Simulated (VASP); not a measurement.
# Mg11O12 (a cell with a defect) in VASP: notebook

The runs below take Mg11O12 (a cell with a defect) through single point, with PBE.

All numbers are computed with VASP 6.6.1; they aren't measurements. Logs are shortened: lines on timing, memory, paths and dates and some standing lists are left out, and cuts for length are marked.

## 1. The cell of the first run

The cell holds a defect, 23 atoms: a = 6.098 Å, b = 6.098 Å, c = 8.476 Å, α = 90.00°, β = 90.00°, γ = 120.00°.

## 2. Single point, PBE

File INCAR:

```
PREC = Accurate ; ENCUT = 520
EDIFF = 1E-6 ; ISMEAR = 0
SIGMA = 0.05 ; LREAL = Auto
LASPH = True ; NELM = 60
ALGO = Normal ; ISIF = 2
LWAVE = False ; LCHARG = False
GGA = PE ; NBANDS = 64
```

File KPOINTS:

```
regular mesh
0
Gamma
  6 6 2
```

File POSCAR:

```
Mg11O12
1.0
    5.2809543534     -3.0489604174      0.0000000000
    0.0000000000      6.0979208350      0.0000000000
    0.0000000000      0.0000000000      8.4761309303
Mg O
11 12
Direct
    0.3333333333      0.3333333333      0.8750000000
    0.0000000000      0.6666666667      0.3750000000
    0.0000000000      0.6666666667      0.8750000000
    0.6666666667      1.0000000000      0.3750000000
    0.6666666667      1.0000000000      0.8750000000
    1.0078155296      0.3333333333      0.1357929903
    1.0078155296      0.3333333333      0.6142070097
    0.6588511370      0.6588511370      0.1357929903
    0.6588511370      0.6588511370      0.6142070097
    0.3333333333      1.0078155296      0.1357929903
    0.3333333333      1.0078155296      0.6142070097
    0.3333333333      0.3333333333      0.1150007066
    0.3333333333      0.3333333333      0.6349992934
    0.0000000000      0.6666666667      0.1222581816
    0.0000000000      0.6666666667      0.6277418184
    0.6666666667      1.0000000000      0.1222581816
    0.6666666667      1.0000000000      0.6277418184
    0.9715705352      0.3333333333      0.3750000000
    1.0005512091      0.3333333333      0.8750000000
    0.6950961314      0.6950961314      0.3750000000
    0.6661154576      0.6661154576      0.8750000000
    0.3333333333      0.9715705352      0.3750000000
    0.3333333333      1.0005512091      0.8750000000
```

Potentials or basis: VASP PAW PBE potentials, release 64 (Mg, O).

On the command line:

```console
> cat potpaw_PBE.64/Mg/POTCAR potpaw_PBE.64/O/POTCAR > POTCAR
> mpirun -np 1 vasp_std > vasp.out
```

OUTCAR:

```text
PREC = Accurate
   ENCUT = 520
   EDIFF = 1E-6
   ISMEAR = 0
   LREAL = Auto
   LASPH = True
   NELM = 60
   ISIF = 2
   GGA = PE

 ion  position               nearest neighbor table
   1  0.333  0.333  0.875-  19 2.03  23 2.03  21 2.03  13 2.03  12 2.03   7 2.97   6 2.97  11 2.97
                            10 2.97   9 2.97   8 2.97   5 3.52   3 3.52   5 3.52   3 3.52   3 3.52
   2  0.000  0.667  0.375-  22 1.95  20 1.95  18 1.95  15 2.14  14 2.14  11 2.89  10 2.89   9 2.89
                             8 2.89   7 2.89   6 2.89   4 3.52   4 3.52   4 3.52
   3  0.000  0.667  0.875-  21 2.03  23 2.03  19 2.03  15 2.10  14 2.10  11 3.02  10 3.02   9 3.02
                             8 3.02   7 3.02   6 3.02   5 3.52   1 3.52   1 3.52   5 3.52   1 3.52
   4  0.667  0.000  0.375-  18 1.95  20 1.95  22 1.95  17 2.14  16 2.14   7 2.89   6 2.89   9 2.89
                             8 2.89  11 2.89  10 2.89   2 3.52   2 3.52   2 3.52
   5  0.667  0.000  0.875-  21 2.03  19 2.03  23 2.03  17 2.10  16 2.10   7 3.02   6 3.02   9 3.02
                             8 3.02  11 3.02  10 3.02   3 3.52   1 3.52   1 3.52   3 3.52   3 3.52
   6  0.008  0.333  0.136-  12 1.99  18 2.04  16 2.06  14 2.06  19 2.21   4 2.89   2 2.89   1 2.97
                             5 3.02   3 3.02  10 3.44   8 3.44   8 3.56  10 3.56  10 3.56   8 3.56
   7  0.008  0.333  0.614-  13 1.99  18 2.04  17 2.06  15 2.06  19 2.21   4 2.89   2 2.89   1 2.97
                             5 3.02   3 3.02  11 3.44   9 3.44   9 3.56  11 3.56  11 3.56   9 3.56
   8  0.659  0.659  0.136-  12 1.99  20 2.04  14 2.06  16 2.06  21 2.21   2 2.89   4 2.89   1 2.97
                             3 3.02   5 3.02   6 3.44  10 3.44   6 3.56  10 3.56  10 3.56   6 3.56
   9  0.659  0.659  0.614-  13 1.99  20 2.04  15 2.06  17 2.06  21 2.21   2 2.89   4 2.89   1 2.97
                             3 3.02   5 3.02   7 3.44  11 3.44   7 3.56  11 3.56  11 3.56   7 3.56
  10  0.333  0.008  0.136-  12 1.99  22 2.04  14 2.06  16 2.06  23 2.21   2 2.89   4 2.89   1 2.97
                             3 3.02   5 3.02   6 3.44   8 3.44   8 3.56   6 3.56   8 3.56   6 3.56
  11  0.333  0.008  0.614-  13 1.99  22 2.04  15 2.06  17 2.06  23 2.21   2 2.89   4 2.89   1 2.97
                             3 3.02   5 3.02   7 3.44   9 3.44   9 3.56   7 3.56   9 3.56   7 3.56
  12  0.333  0.333  0.115-   6 1.99  10 1.99   8 1.99   1 2.03
  13  0.333  0.333  0.635-   7 1.99  11 1.99   9 1.99   1 2.03
  14  0.000  0.667  0.122-  10 2.06   8 2.06   6 2.06   3 2.10   2 2.14
  15  0.000  0.667  0.628-  11 2.06   9 2.06   7 2.06   3 2.10   2 2.14
  16  0.667  0.000  0.122-   6 2.06   8 2.06  10 2.06   5 2.10   4 2.14
  17  0.667  0.000  0.628-   7 2.06   9 2.06  11 2.06   5 2.10   4 2.14
  18  0.972  0.333  0.375-   4 1.95   2 1.95   6 2.04   7 2.04
  19  0.001  0.333  0.875-   1 2.03   5 2.03   3 2.03   6 2.21   7 2.21
  20  0.695  0.695  0.375-   2 1.95   4 1.95   8 2.04   9 2.04
  21  0.666  0.666  0.875-   1 2.03   3 2.03   5 2.03   8 2.21   9 2.21
  22  0.333  0.972  0.375-   2 1.95   4 1.95  10 2.04  11 2.04
  23  0.333  0.001  0.875-   1 2.03   3 2.03   5 2.03  10 2.21  11 2.21

  LATTYP: Found a hexagonal cell.
 ALAT       =     6.0979208350
 C/A-ratio  =     1.3900034388

  Lattice vectors:

 A1 = (   5.2809543534,  -3.0489604174,   0.0000000000)
 A2 = (   0.0000000000,   6.0979208350,   0.0000000000)
 A3 = (   0.0000000000,   0.0000000000,   8.4761309303)

Analysis of symmetry for initial positions (statically):
=====================================================================
 Subroutine PRICEL returns:
 Original cell was already a primitive cell.

 Routine SETGRP: Setting up the symmetry group for a
 hexagonal supercell.

 Subroutine GETGRP returns: Found 12 space group operations
 (whereof  2 operations were pure point group operations)
 out of a pool of 24 trial point group operations.

The static configuration has the point symmetry C_1h.
 The point group associated with its full space group is D_3h.

Analysis of symmetry for dynamics (positions and initial velocities):
=====================================================================
 Subroutine PRICEL returns:
 Original cell was already a primitive cell.

 Routine SETGRP: Setting up the symmetry group for a
 hexagonal supercell.

 Subroutine GETGRP returns: Found 12 space group operations
 (whereof  2 operations were pure point group operations)
 out of a pool of 24 trial point group operations.

The dynamic configuration has the point symmetry C_1h.
 The point group associated with its full space group is D_3h.

 Subroutine INISYM returns: Found 12 space group operations
 (whereof  2 operations are pure point group operations),
 and found     1 'primitive' translations

----------------------------------------------------------------------------------------

                                     Primitive cell

  volume of cell :     272.9555

  direct lattice vectors                    reciprocal lattice vectors
     5.280954353 -3.048960417  0.000000000     0.189359713  0.000000000  0.000000000
     0.000000000  6.097920835  0.000000000     0.094679856  0.163990322  0.000000000
     0.000000000  0.000000000  8.476130930     0.000000000  0.000000000  0.117978357

  length of vectors
     6.097920835  6.097920835  8.476130930     0.189359713  0.189359713  0.117978357

  position of ions in fractional coordinates (direct lattice)
     0.333333333  0.333333333  0.875000000
     0.000000000  0.666666667  0.375000000
     0.000000000  0.666666667  0.875000000
     0.666666667  0.000000000  0.375000000
     0.666666667  0.000000000  0.875000000
     0.007815530  0.333333333  0.135792990
[... 15 lines left out ...]
     0.333333333  0.971570535  0.375000000
     0.333333333  0.000551209  0.875000000

  ion indices of the primitive-cell ions
   primitive index   ion index
                 1           1
                 2           2
                 3           3
                 4           4
                 5           5
                 6           6
[... 15 lines left out ...]
                22          22
                23          23

----------------------------------------------------------------------------------------

 KPOINTS: regular mesh

Automatic generation of k-mesh.
 Grid dimensions read from file:
 generate k-points for:    6    6    2

 Generating k-lattice:

  Cartesian coordinates                     Fractional coordinates (reciprocal lattice)
     0.031559952  0.000000000  0.000000000     0.166666667  0.000000000  0.000000000
     0.015779976  0.027331720  0.000000000     0.000000000  0.166666667  0.000000000
     0.000000000  0.000000000  0.058989178     0.000000000  0.000000000  0.500000000

  Length of vectors
     0.031559952  0.031559952  0.058989178

  Shift w.r.t. Gamma in fractional coordinates (k-lattice)
     0.000000000  0.000000000  0.000000000

 Subroutine IBZKPT returns following result:
 ===========================================

 Found     14 irreducible k-points:

 Following reciprocal coordinates:
            Coordinates               Weight
  0.000000  0.000000  0.000000      1.000000
  0.166667  0.000000  0.000000      6.000000
  0.333333  0.000000  0.000000      6.000000
  0.500000  0.000000  0.000000      3.000000
  0.166667  0.166667  0.000000      6.000000
  0.333333  0.166667  0.000000     12.000000
  0.333333  0.333333  0.000000      2.000000
  0.000000  0.000000  0.500000      1.000000
  0.166667  0.000000  0.500000      6.000000
  0.333333  0.000000  0.500000      6.000000
  0.500000  0.000000  0.500000      3.000000
  0.166667  0.166667  0.500000      6.000000
  0.333333  0.166667  0.500000     12.000000
  0.333333  0.333333  0.500000      2.000000
   k-points           NKPTS =     14   k-points in BZ     NKDIM =     14   number of bands    NBANDS=     64
   number of dos      NEDOS =    301   number of ions     NIONS =     23
   total plane-waves  NPLWV = 147456
   dimension x,y,z NGX =    48 NGY =   48 NGZ =   64
   dimension x,y,z NGXF=    96 NGYF=   96 NGZF=  128
   ions per type =              11  12
   NGX,Y,Z   is equivalent  to a cutoff of  13.09, 13.09, 12.55 a.u.
   NGXF,Y,Z  is equivalent  to a cutoff of  26.17, 26.17, 25.11 a.u.
 SYSTEM =  unknown system
   PREC   = accura    normal or accurate (medium, high low for compatibility)
   ISTART =      0    job   : 0-new  1-cont  2-samecut
   ICHARG =      2    charge: 1-file 2-atom 10-const
   ISPIN  =      1    spin polarized calculation?
   LNONCOLLINEAR =      F non collinear calculations
   LSORBIT =      F    spin-orbit coupling
   LASPH  =      T    aspherical Exc in radial PAW
   ENCUT  =  520.0 eV  38.22 Ry    6.18 a.u.  11.34 11.34 15.76*2*pi/ulx,y,z
   NELM   =     60;   NELMIN=  2; NELMDL= -5     # of ELM steps
   EDIFF  = 0.1E-05   stopping-criterion for ELM
   LREAL  =      T    real-space projection
   EDIFFG = 0.1E-04   stopping-criterion for IOM
   NSW    =      0    number of steps for IOM
   IBRION =     -1    ionic relax: 0-MD 1-quasi-New 2-CG
   NFREE  =      0    steps in history (QN), initial steepest desc. (CG)
   ISIF   =      2    stress and relaxation
   ISYM   =      2    0-nonsym 1-usesym 2-fastsym
   POTIM  = 0.5000    time-step for ionic-motion
   TEBEG  =    0.0;   TEEND  =   0.0 temperature during run
   PSTRESS=    0.0 pullay stress
   NELECT =      94.0000    total number of electrons
   NUPDOWN=      -1.0000    fix difference up-down
   EMIN   =  10.00;   EMAX   =-10.00  energy-range for DOS
   EFERMI =   0.00;   METHOD = LEGACY
   ISMEAR =     0;   SIGMA  =   0.05  broadening in eV -4-tet -1-fermi 0-gaus
   EFERMI_NEDOS =   21; number of points for ismear=-14 and -15
   IALGO  =     38    algorithm
   IMIX   =      4    mixing-type and parameters
     AMIX     =   0.40;   BMIX     =  1.00
     AMIX_MAG =   1.60;   BMIX_MAG =  1.00
  volume/ion in A,a.u.               =      11.87        80.09
  Fermi-wavevector in a.u.,A,eV,Ry     =   1.147502  2.168465 17.915623  1.316761
  Thomas-Fermi vector in A             =   2.284182
   LORBIT       =      0    0 simple, 1 ext, 2 COOP (PROOUT), +10 PAW based schemes
   GGA     = PE    functional components
   LHFCALC =     F    Hartree Fock is set to
   AEXX    =    0.0000 exact exchange contribution
   IVDW    =     0    specifies the selected vdW correction
   LEPSILON=     F    determine dielectric tensor
   LRPA    =     F    only Hartree local field effects (RPA)
 non-spin polarized calculation
 Gauss-broadening in eV      SIGMA  =   0.05
  energy-cutoff  :      520.00
  volume of cell :      272.96
 maximum number of plane-waves:      7376
 NGX is ok and might be reduce to    48
   NGX = 23   NGY = 23   NGZ = 31

 number of electron      94.0000019 magnetization

 Free energy of the ion-electron system (eV)
  ---------------------------------------------------
  ext. energy  EPLUGINS =         0.00000000
  ---------------------------------------------------
  free energy    TOTEN  =      -132.10313678 eV

  energy without entropy =     -132.08479759  energy(sigma->0) =     -132.09396719

 E-fermi :   0.8894     XC(G=0):  -9.6594

 val. band max:        0.8816042572   @ k =   0.5000   0.0000   0.5000
 cond. band min:       0.8921346191   @ k =   0.1667   0.0000   0.5000
 fundamental gap:      0.0105303619
 Fermi energy:         0.8894170206

 k-point     1 :       0.0000    0.0000    0.0000
  band No.  band energies     occupation
      1     -15.5977      2.00000
      2     -14.9850      2.00000
      3     -14.9369      2.00000
      4     -14.7575      2.00000
      5     -14.7571      2.00000
      6     -14.7571      2.00000
[... 857 lines left out ...]
     58      10.2836      0.00000
     59      10.2836      0.00000
 [bands above 59 left out]

------------------------ aborting loop because EDIFF is reached ----------------------------------------

  FORCE on cell =-STRESS in cart. coord.  units (eV):
  Direction    XX          YY          ZZ          XY          YZ          ZX
  --------------------------------------------------------------------------------------
  -------------------------------------------------------------------------------------
  Total        0.9831397      0.9831397      0.4858357      0.0000000     -0.0000000     -0.0000000
  in kB        5.7707724      5.7707724      2.8517283      0.0000000     -0.0000000     -0.0000000
  external PRESSURE =       4.7977577 kB  Pullay stress =       0.0000000 kB

 VOLUME and BASIS-vectors are now :
 -----------------------------------------------------------------------------
  energy-cutoff  :      520.00
  volume of cell :      272.96
      direct lattice vectors                 reciprocal lattice vectors
     5.280954353 -3.048960417  0.000000000     0.189359713  0.000000000  0.000000000
     0.000000000  6.097920835  0.000000000     0.094679856  0.163990322  0.000000000
     0.000000000  0.000000000  8.476130930     0.000000000  0.000000000  0.117978357

 POSITION                                       TOTAL-FORCE (eV/Angst)
 -----------------------------------------------------------------------------------
      1.76032      1.01632      7.41661        -0.000000     -0.000000      0.000000
      0.00000      4.06528      3.17855        -0.000000     -0.000000      0.000000
      0.00000      4.06528      7.41661        -0.000000     -0.000000     -0.000000
      3.52064     -2.03264      3.17855        -0.000000     -0.000000      0.000000
      3.52064     -2.03264      7.41661        -0.000000     -0.000000     -0.000000
      0.04127      2.00881      1.15100        -0.002090      0.001207     -0.002242
[... 15 lines left out ...]
      1.76032      4.90824      3.17855        -0.000000     -0.011247     -0.000000
      1.76032     -1.01296      7.41661        -0.000000     -0.000937      0.000000
 -----------------------------------------------------------------------------------
    total drift:                                0.000007      0.000004      0.000000

  FREE ENERGIE OF THE ION-ELECTRON SYSTEM (eV)
  ---------------------------------------------------
  free  energy   TOTEN  =      -132.1031367826 eV

  energy  without entropy=     -132.0847975886  energy(sigma->0) =     -132.09396719
```

Run time: 2.9 min. Hardware: 1 thread of Intel Xeon 6975P-C (Granite Rapids), shared host; peak memory 0.44 GiB.

What came out:

```yaml
Free_energy: -132.1031 eV
Pressure: 0.5 GPa
Largest_force: 0.011 eV/Å
Band_gap_on_the_k_mesh: zero (band 47 reaches 1.08 eV, above the bottom of band 48 at 0.81 eV)
```

Forces in eV/Å, atoms in the order of the input:
```
Mg   0.000  0.000  0.000
Mg   0.000  0.000  0.000
Mg   0.000  0.000  0.000
Mg   0.000  0.000  0.000
Mg   0.000  0.000  0.000
Mg  -0.002  0.001 -0.002
Mg  -0.002  0.001  0.002
Mg   0.002  0.001 -0.002
Mg   0.002  0.001  0.002
Mg   0.000 -0.002 -0.002
Mg   0.000 -0.002  0.002
O    0.000  0.000  0.001
O    0.000  0.000 -0.001
O    0.000  0.000  0.000
O    0.000  0.000  0.000
O    0.000  0.000  0.000
O    0.000  0.000  0.000
O   -0.010  0.006  0.000
O   -0.001  0.000  0.000
O    0.010  0.006  0.000
O    0.001  0.000  0.000
O    0.000 -0.011  0.000
O    0.000 -0.001  0.000
```

Caveat: the k points lie up to 0.37 Å⁻¹ apart.

## 3. Single point, PBE

File INCAR:

```
PREC = Accurate
ENCUT = 520
EDIFF = 1E-6
ISMEAR = 0
SIGMA = 0.05
LREAL = Auto
LASPH = True
NELM = 60
ALGO = Normal
ISIF = 2
LWAVE = False
LCHARG = False
GGA = PE
NBANDS = 64
```

File KPOINTS:

```
Automatic mesh
0
Gamma
  6 6 2
```

File POSCAR:

```
Mg11O12
1.0
    5.2809543534     -3.0489604174      0.0000000000
    0.0000000000      6.0979208350      0.0000000000
    0.0000000000      0.0000000000      8.4761309303
Mg O
11 12
Direct
    0.3255178493      0.3333333333      0.8857929837
    0.0000000000      0.6588511827      0.3642070163
    0.0000000000      0.6588511827      0.8857929837
    0.6744821507      1.0078154840      0.3642070163
    0.6744821507      1.0078154840      0.8857929837
    1.3255178493      0.3333333333      0.3642070163
    1.0000000000      0.3333333333      0.6250000000
    0.6666666667      0.6666666667      0.1250000000
    0.6666666667      0.6666666667      0.6250000000
    0.3333333333      1.0000000000      0.1250000000
    0.3333333333      1.0000000000      0.6250000000
    0.3617628519      0.3333333333      0.1250000000
    0.3327821024      0.3333333333      0.6250000000
    0.0000000000      0.6950961852      0.1250000000
    0.0000000000      0.6661154357      0.6250000000
    0.6382371481      0.9715704814      0.1250000000
    0.6672178976      1.0005512309      0.6250000000
    1.0000000000      0.3333333333      0.3849992999
    1.0000000000      0.3333333333      0.8650007001
    0.6666666667      0.6666666667      0.3777418324
    0.6666666667      0.6666666667      0.8722581676
    0.3333333333      1.0000000000      0.3777418324
    0.3333333333      1.0000000000      0.8722581676
```

Potentials or basis: VASP PAW PBE potentials, release 64 (Mg, O).

On the command line:

```console
> cat potpaw_PBE.64/Mg/POTCAR potpaw_PBE.64/O/POTCAR > POTCAR
> mpirun -np 1 vasp_std > vasp.out
```

It took 2.9 min on 1 thread of Intel Xeon 6975P-C (Granite Rapids), shared host; peak memory 0.44 GiB.

Results (log left out):

| Quantity | Value |
| --- | --- |
| Free energy | -132.1031 eV |
| Pressure | 0.5 GPa |
| Largest force | 0.011 eV/Å |
| Band gap on the k mesh | zero (band 47 reaches 1.08 eV, above the bottom of band 48 at 0.81 eV) |

Forces on the atoms (eV/Å):
```
Mg   0.002 -0.001 -0.002
Mg   0.000  0.002  0.002
Mg   0.000  0.002 -0.002
Mg  -0.002 -0.001  0.002
Mg  -0.002 -0.001 -0.002
Mg   0.002 -0.001  0.002
Mg   0.000  0.000  0.000
Mg   0.000  0.000  0.000
Mg   0.000  0.000  0.000
Mg   0.000  0.000  0.000
Mg   0.000  0.000  0.000
O    0.010 -0.006  0.000
O    0.001  0.000  0.000
O    0.000  0.011  0.000
O    0.000  0.001  0.000
O   -0.010 -0.006  0.000
O   -0.001  0.000  0.000
O    0.000  0.000 -0.001
O    0.000  0.000  0.001
O    0.000  0.000  0.000
O    0.000  0.000  0.000
O    0.000  0.000  0.000
O    0.000  0.000  0.000
```

Stress tensor (GPa, compression positive):
```
0.58 0.00 0.00
0.00 0.58 0.00
0.00 0.00 0.29
```

Levels at points of the mesh, in eV from the Fermi level:
```
           k point  band 45  band 46  band 47  band 48  band 49  band 50
(0.00, 0.00, 0.00)    -0.07    -0.07     0.19     0.29     3.98     6.75
(0.50, 0.00, 0.00)    -0.22    -0.21    -0.17    -0.04     6.22     6.32
(0.00, 0.00, 0.50)    -0.35    -0.35    -0.32    -0.05     4.79     5.26
(0.50, 0.00, 0.50)    -0.15    -0.10    -0.01     0.09     6.44     6.46
```

Caveat: the k points lie up to 0.37 Å⁻¹ apart.
